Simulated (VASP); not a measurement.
Input of a VASP 6.6.1 run:

INCAR

```
SYSTEM = Tc
ALGO = Normal
EDIFF = 1E-6
ENCUT = 520
ISIF = 2
ISMEAR = -1
LASPH = .True.
LCHARG = .True.
LELF = .True.
LREAL = .False.
LVHAR = .True.
LWAVE = .False.
NBANDS = 20
NELM = 60
PREC = Accurate
SIGMA = 0.05
```

File KPOINTS:

```
k-points
0
Gamma
  11 11 6
  0 0 0
```

POSCAR

```
Tc
1.0
    2.6840659379      0.0000000000      0.0000000000
   -1.3420329689      2.3244692877      0.0000000000
    0.0000000000      0.0000000000      4.3082197061
Tc
2
Direct
    0.6666666667      0.3333333333      0.7500000000
    0.3333333333      0.6666666667      0.2500000000
```

Potentials or basis: VASP PAW LDA potentials, release 64 (Tc_pv).

Run with:

```bash
$ cat potpaw_LDA.64/Tc_pv/POTCAR > POTCAR
$ mpirun -np 1 vasp_std > vasp.out
```

Question: Predict the band gap on the k mesh.

Answer: Zero (bands 13 and 14 overlap by 3.42 eV).

Question: Predict the pressure.

Answer: 8.8 GPa.

Stress tensor (GPa, compression positive):
```
9.02 0.00 0.00
0.00 9.02 0.00
0.00 0.00 8.28
```

Caveat: the cell stands under pressure.
